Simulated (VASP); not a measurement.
A run of VASP 6.6.1 is set up as follows.

INCAR

```
SYSTEM = GaSbTeSe2
ALGO = Normal
EDIFF = 1E-7
EDIFFG = -0.01
ENCUT = 600
GGA = PE
IBRION = 2
ISIF = 3
ISMEAR = 0
LASPH = .TRUE.
LCHARG = .FALSE.
LREAL = .FALSE.
LWAVE = .FALSE.
NELM = 60
NSW = 100
PREC = Accurate
SIGMA = 0.1
```

File KPOINTS:

```
k-points
0
G
  12 12 4
  0 0 0
```

POSCAR

```
GaSbTeSe2
1.0
    4.0900406961      0.0000000000      0.0000000000
   -2.0450203480      3.5420791453      0.0000000000
    0.0000000000      0.0000000000     10.6108547082
Ga Sb Te Se
1 1 1 2
Direct
    0.6666666667      0.3333333333      0.3831032217
    0.3333333333      0.6666666667      0.7752077995
    0.0000000000      0.0000000000      0.9468889635
    0.3333333333      0.6666666667      0.2872662741
    0.6666666667      0.3333333333      0.6075337713
```

Potentials or basis: VASP PAW PBE potentials, release 64 (Ga_d, Sb, Te, Se).

Launch:

```sh
$ cat potpaw_PBE.64/Ga_d/POTCAR potpaw_PBE.64/Sb/POTCAR potpaw_PBE.64/Te/POTCAR potpaw_PBE.64/Se/POTCAR > POTCAR
$ mpirun -np 1 vasp_std > vasp.out
```

Q: Predict the space group after relaxing (to 0.1 Å).

A: P3m1 (No. 156).

Q: Predict the band gap on the k mesh.

A: Zero (bands 18 and 19 overlap by 0.13 eV).

Final structure:
```
Ga Sb Te Se
1.0
     4.07420    0.00000    0.00000
    -2.03710    3.52836    0.00000
     0.00000    0.00000   10.82696
Ga Sb Te Se
1 1 1 2
Direct
  0.66667 0.33333 0.38711
  0.33333 0.66667 0.77258
  0.00000 0.00000 0.94204
  0.33333 0.66667 0.29118
  0.66667 0.33333 0.60709
```

Caveat: semilocal functionals underestimate gaps, and a narrow one can read as zero; spin-orbit coupling is left out, which moves the levels of the heavy elements.
